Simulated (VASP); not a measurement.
Set up this calculation in VASP 6.6.1, as the native input.

| Property | Result |
| --- | --- |
| Task | single point |
| Functional | PBE |
| Potentials or basis | VASP PAW PBE potentials, release 64 (Cu) |
| Cutoff | 520 eV |
| k mesh | 20 × 20 × 14 |
| Occupations | gaussian, width 0.1 eV |
| Spin | no spin polarisation |
| Dipole correction | no |
| Further INCAR settings | ALGO = Fast; EDIFF = 1e-06; NBANDS = 18 |

The structure of Cu lies in POSCAR:

```
Cu
1.0
    1.9237954894      1.9237954894      0.0000000000
   -1.9237954894      1.9237954894      0.0000000000
    0.0000000000      0.0000000000      3.4991299090
Cu
2
Direct
    0.0000000000      0.0000000000      0.0000000000
    0.5000000000      0.5000000000      0.5000000000
```

This cell differs from its parent crystal: biaxial strain in the a-b plane: +6.0 %.

These files were run (other wordings do the same):

INCAR

```
PREC = Accurate ; ENCUT = 520
EDIFF = 1E-6 ; ISMEAR = 0
SIGMA = 0.1 ; LREAL = F
LASPH = T ; NELM = 100
ALGO = Fast ; ISIF = 2
LWAVE = F ; LCHARG = F
GGA = PE ; NBANDS = 18
```

KPOINTS

```
Automatic mesh
0
Gamma
  20 20 14
```

Potentials or basis: VASP PAW PBE potentials, release 64 (Cu).

Launch:

```console
$ cat potpaw_PBE.64/Cu/POTCAR > POTCAR
$ mpirun -np 1 vasp_std > vasp.out
```

It gave:

```
Pressure               : -8.2 GPa
Band gap on the k mesh : zero (bands 11 and 12 overlap by 7.77 eV)
```

Caveat: the cell differs from its parent crystal (biaxial strain in the a-b plane: +6.0 %); the cell stands under tension.

Run time: 3.5 min on 1 thread of Intel Xeon 8259CL, on a shared host, peak memory 0.3 GiB.
